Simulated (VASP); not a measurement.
# Na (Im-3m) in VASP: single point with PBE

Aim: the single point of Na with PBE.

Everything below comes from runs of VASP 6.6.1. Logs are shortened: lines on timing, memory, paths and dates and some standing lists are left out, and cuts for length are marked.

## Step 1: The cell of the first run

Symmetry: Im-3m, No. 229, cubic system. Conventional cell: a = 4.224 Å, b = 4.224 Å, c = 4.224 Å, α = 90.00°, β = 90.00°, γ = 90.00°. Na (site symmetry m-3m) has 14 Na at 3.66 to 4.22 Å within 4.8 Å.

## Step 2: Single point, PBE

INCAR

```
SYSTEM = Na
PREC = Accurate
ENCUT = 520
EDIFF = 1E-7
ISMEAR = 0
SIGMA = 0.05
LREAL = .FALSE.
LASPH = .TRUE.
NELM = 80
ALGO = Fast
ISIF = 2
LWAVE = .FALSE.
LCHARG = .FALSE.
GGA = PE
NBANDS = 10
```

KPOINTS

```
Automatic mesh
0
G
  14 14 14
  0 0 0
```

POSCAR

```
Na
1.0
   -2.1121762316      2.1121762316      2.1121762316
    2.1121762316     -2.1121762316      2.1121762316
    2.1121762316      2.1121762316     -2.1121762316
Na
1
Direct
    0.0000000000      0.0000000000      0.0000000000
```

Potentials or basis: VASP PAW PBE potentials, release 64 (Na_pv).

On the command line:

```bash
$ cat potpaw_PBE.64/Na_pv/POTCAR > POTCAR
$ mpirun -np 1 vasp_std > vasp.out
```

OUTCAR:

```text
SYSTEM = Na
   PREC = Accurate
   ENCUT = 520
   EDIFF = 1E-7
   ISMEAR = 0
   LREAL = .FALSE.
   LASPH = .TRUE.
   NELM = 80
   ISIF = 2
   GGA = PE

 ion  position               nearest neighbor table
   1  0.000  0.000  0.000-

  LATTYP: Found a body centered cubic cell.
 ALAT       =     4.2243524632

  Lattice vectors:

 A1 = (  -2.1121762316,   2.1121762316,   2.1121762316)
 A2 = (   2.1121762316,  -2.1121762316,   2.1121762316)
 A3 = (   2.1121762316,   2.1121762316,  -2.1121762316)

Analysis of symmetry for initial positions (statically):
=====================================================================
 Subroutine PRICEL returns:
 Original cell was already a primitive cell.

 Routine SETGRP: Setting up the symmetry group for a
 body centered cubic supercell.

 Subroutine GETGRP returns: Found 48 space group operations
 (whereof 48 operations were pure point group operations)
 out of a pool of 48 trial point group operations.

The static configuration has the point symmetry O_h .

Analysis of symmetry for dynamics (positions and initial velocities):
=====================================================================
 Subroutine PRICEL returns:
 Original cell was already a primitive cell.

 Routine SETGRP: Setting up the symmetry group for a
 body centered cubic supercell.

 Subroutine GETGRP returns: Found 48 space group operations
 (whereof 48 operations were pure point group operations)
 out of a pool of 48 trial point group operations.

The dynamic configuration has the point symmetry O_h .

 Subroutine INISYM returns: Found 48 space group operations
 (whereof 48 operations are pure point group operations),
 and found     1 'primitive' translations

----------------------------------------------------------------------------------------

                                     Primitive cell

  volume of cell :      37.6921

  direct lattice vectors                    reciprocal lattice vectors
    -2.112176232  2.112176232  2.112176232     0.000000000  0.236722671  0.236722671
     2.112176232 -2.112176232  2.112176232     0.236722671  0.000000000  0.236722671
     2.112176232  2.112176232 -2.112176232     0.236722671  0.236722671  0.000000000

  length of vectors
     3.658396548  3.658396548  3.658396548     0.334776412  0.334776412  0.334776412

  position of ions in fractional coordinates (direct lattice)
     0.000000000  0.000000000  0.000000000

  ion indices of the primitive-cell ions
   primitive index   ion index
                 1           1

----------------------------------------------------------------------------------------

 KPOINTS: Automatic mesh

Automatic generation of k-mesh.
 Grid dimensions read from file:
 generate k-points for:   14   14   14

 Generating k-lattice:

  Cartesian coordinates                     Fractional coordinates (reciprocal lattice)
     0.000000000  0.016908762  0.016908762     0.071428571  0.000000000  0.000000000
     0.016908762  0.000000000  0.016908762     0.000000000  0.071428571  0.000000000
     0.016908762  0.016908762  0.000000000     0.000000000  0.000000000  0.071428571

  Length of vectors
     0.023912601  0.023912601  0.023912601

  Shift w.r.t. Gamma in fractional coordinates (k-lattice)
     0.000000000  0.000000000  0.000000000

 Subroutine IBZKPT returns following result:
 ===========================================

 Found    104 irreducible k-points:

 Following reciprocal coordinates:
            Coordinates               Weight
  0.000000  0.000000  0.000000      1.000000
  0.071429  0.000000  0.000000     12.000000
  0.142857  0.000000  0.000000     12.000000
  0.214286  0.000000  0.000000     12.000000
  0.285714  0.000000  0.000000     12.000000
  0.357143  0.000000  0.000000     12.000000
[... 16 lines left out ...]
  0.285714  0.285714  0.000000     24.000000
  0.357143  0.285714  0.000000     24.000000
 [... further k-points ...]
   k-points           NKPTS =    104   k-points in BZ     NKDIM =    104   number of bands    NBANDS=     10
   number of dos      NEDOS =    301   number of ions     NIONS =      1
   total plane-waves  NPLWV =  21952
   dimension x,y,z NGX =    28 NGY =   28 NGZ =   28
   dimension x,y,z NGXF=    56 NGYF=   56 NGZF=   56
   ions per type =               1
   NGX,Y,Z   is equivalent  to a cutoff of  12.72, 12.72, 12.72 a.u.
   NGXF,Y,Z  is equivalent  to a cutoff of  25.45, 25.45, 25.45 a.u.
 SYSTEM =  Na
   PREC   = accura    normal or accurate (medium, high low for compatibility)
   ISTART =      0    job   : 0-new  1-cont  2-samecut
   ICHARG =      2    charge: 1-file 2-atom 10-const
   ISPIN  =      1    spin polarized calculation?
   LNONCOLLINEAR =      F non collinear calculations
   LSORBIT =      F    spin-orbit coupling
   LASPH  =      T    aspherical Exc in radial PAW
   ENCUT  =  520.0 eV  38.22 Ry    6.18 a.u.   6.80  6.80  6.80*2*pi/ulx,y,z
   NELM   =     80;   NELMIN=  2; NELMDL= -5     # of ELM steps
   EDIFF  = 0.1E-06   stopping-criterion for ELM
   LREAL  =      F    real-space projection
   EDIFFG = 0.1E-05   stopping-criterion for IOM
   NSW    =      0    number of steps for IOM
   IBRION =     -1    ionic relax: 0-MD 1-quasi-New 2-CG
   NFREE  =      0    steps in history (QN), initial steepest desc. (CG)
   ISIF   =      2    stress and relaxation
   ISYM   =      2    0-nonsym 1-usesym 2-fastsym
   POTIM  = 0.5000    time-step for ionic-motion
   TEBEG  =    0.0;   TEEND  =   0.0 temperature during run
   PSTRESS=    0.0 pullay stress
   NELECT =       7.0000    total number of electrons
   NUPDOWN=      -1.0000    fix difference up-down
   EMIN   =  10.00;   EMAX   =-10.00  energy-range for DOS
   EFERMI =   0.00;   METHOD = LEGACY
   ISMEAR =     0;   SIGMA  =   0.05  broadening in eV -4-tet -1-fermi 0-gaus
   EFERMI_NEDOS =   21; number of points for ismear=-14 and -15
   IALGO  =     68    algorithm
   IMIX   =      4    mixing-type and parameters
     AMIX     =   0.40;   BMIX     =  1.00
     AMIX_MAG =   1.60;   BMIX_MAG =  1.00
  volume/ion in A,a.u.               =      37.69       254.36
  Fermi-wavevector in a.u.,A,eV,Ry     =   0.934023  1.765047 11.869697  0.872398
  Thomas-Fermi vector in A             =   2.060784
   LORBIT       =      0    0 simple, 1 ext, 2 COOP (PROOUT), +10 PAW based schemes
   GGA     = PE    functional components
   LHFCALC =     F    Hartree Fock is set to
   AEXX    =    0.0000 exact exchange contribution
   IVDW    =     0    specifies the selected vdW correction
   LEPSILON=     F    determine dielectric tensor
   LRPA    =     F    only Hartree local field effects (RPA)
 non-spin polarized calculation
 RMM-DIIS sequential band-by-band and
 Gauss-broadening in eV      SIGMA  =   0.05
  energy-cutoff  :      520.00
  volume of cell :       37.69
 maximum number of plane-waves:      1048
   NGX = 13   NGY = 13   NGZ = 13

 number of electron       7.0000010 magnetization

 Free energy of the ion-electron system (eV)
  ---------------------------------------------------
  ext. energy  EPLUGINS =         0.00000000
  ---------------------------------------------------
  free energy    TOTEN  =        -1.31052490 eV

  energy without entropy =       -1.30937301  energy(sigma->0) =       -1.30994896

 E-fermi :   0.2469     XC(G=0):  -6.4591

 val. band max:        0.2308110519   @ k =  -0.3571   0.4286   0.1429
 cond. band min:       0.3110174165   @ k =   0.3571   0.0714   0.0714
 fundamental gap:      0.0802063646
 Fermi energy:         0.2469039391

 k-point     1 :       0.0000    0.0000    0.0000
  band No.  band energies     occupation
      1     -24.6331      2.00000
      2     -24.6331      2.00000
      3     -24.6331      2.00000
      4      -2.9616      2.00000
      5      11.9068      0.00000
      6      11.9068      0.00000
      7      11.9068      0.00000
      8      12.8977      0.00000
      9      12.8977      0.00000
     10      13.4480      0.00000

 k-point     2 :       0.0714    0.0000    0.0000
  band No.  band energies     occupation
      1     -24.6348      2.00000
      2     -24.6337      2.00000
      3     -24.6331      2.00000
      4      -2.8727      2.00000
      5      10.7225      0.00000
      6      11.3348      0.00000
      7      11.5484      0.00000
      8      12.1703      0.00000
      9      12.3795      0.00000
     10      13.7243      0.00000

 k-point     3 :       0.1429    0.0000    0.0000
  band No.  band energies     occupation
      1     -24.6395      2.00000
      2     -24.6352      2.00000
      3     -24.6331      2.00000
      4      -2.6068      2.00000
      5       8.8681      0.00000
      6      10.4946      0.00000
      7      10.9334      0.00000
      8      11.3458      0.00000
      9      12.0721      0.00000
     10      13.8355      0.00000

 k-point     4 :       0.2143    0.0000    0.0000
  band No.  band energies     occupation
      1     -24.6462      2.00000
      2     -24.6375      2.00000
      3     -24.6331      2.00000
      4      -2.1668      2.00000
      5       7.0842      0.00000
      6       9.7595      0.00000
      7      10.3681      0.00000
      8      10.6617      0.00000
      9      11.6407      0.00000
     10      14.1721      0.00000
[... 222 lines left out ...]
 k-point    22 :       0.3571    0.2143    0.0000
  band No.  band energies     occupation
      1     -24.6617      2.00000
      2     -24.6491      2.00000
      3     -24.6365      2.00000
      4       1.2014      0.00000
      5       2.4397      0.00000
      6       4.8153      0.00000
      7       8.3521      0.00000
      8      11.5631      0.00000
      9      13.7507      0.00000
     10      14.5698      0.00000

 k-point    23 :       0.2857    0.2857    0.0000
  band No.  band energies     occupation
      1     -24.6599      2.00000
      2     -24.6510      2.00000
      3     -24.6370      2.00000
      4       1.1316      0.00000
      5       3.1751      0.00000
      6       3.9220      0.00000
      7       8.2701      0.00000
      8      12.2428      0.00000
      9      13.0055      0.00000
     10      14.9162      0.00000

 k-point    24 :       0.3571    0.2857    0.0000
  band No.  band energies     occupation
      1     -24.6586      2.00000
      2     -24.6535      2.00000
      3     -24.6372      2.00000
      4       1.9830      0.00000
      5       2.3844      0.00000
      6       3.6311      0.00000
      7       8.1896      0.00000
      8      12.4071      0.00000
      9      13.2972      0.00000
     10      14.3379      0.00000

 [... further k-points ...]
[... 5 lines left out ...]
  --------------------------------------------------------------------------------------
  -------------------------------------------------------------------------------------
  Total       -0.0374622     -0.0374622     -0.0374622      0.0000000      0.0000000      0.0000000
  in kB       -1.5924045     -1.5924045     -1.5924045      0.0000000      0.0000000      0.0000000
  external PRESSURE =      -1.5924045 kB  Pullay stress =       0.0000000 kB

 VOLUME and BASIS-vectors are now :
 -----------------------------------------------------------------------------
  energy-cutoff  :      520.00
  volume of cell :       37.69
      direct lattice vectors                 reciprocal lattice vectors
    -2.112176232  2.112176232  2.112176232     0.000000000  0.236722671  0.236722671
     2.112176232 -2.112176232  2.112176232     0.236722671  0.000000000  0.236722671
     2.112176232  2.112176232 -2.112176232     0.236722671  0.236722671  0.000000000

 POSITION                                       TOTAL-FORCE (eV/Angst)
 -----------------------------------------------------------------------------------
      0.00000      0.00000      0.00000         0.000000     -0.000000      0.000000
 -----------------------------------------------------------------------------------
    total drift:                                0.000000     -0.000000      0.000000

  FREE ENERGIE OF THE ION-ELECTRON SYSTEM (eV)
  ---------------------------------------------------
  free  energy   TOTEN  =        -1.3105249042 eV

  energy  without entropy=       -1.3093730088  energy(sigma->0) =       -1.30994896
```

Wall time 23 s (1 thread of AMD EPYC 7R13 (Zen 3), shared host); peak memory 0.13 GiB.

Results:

- Free energy: -1.3105 eV
- Pressure: -0.2 GPa
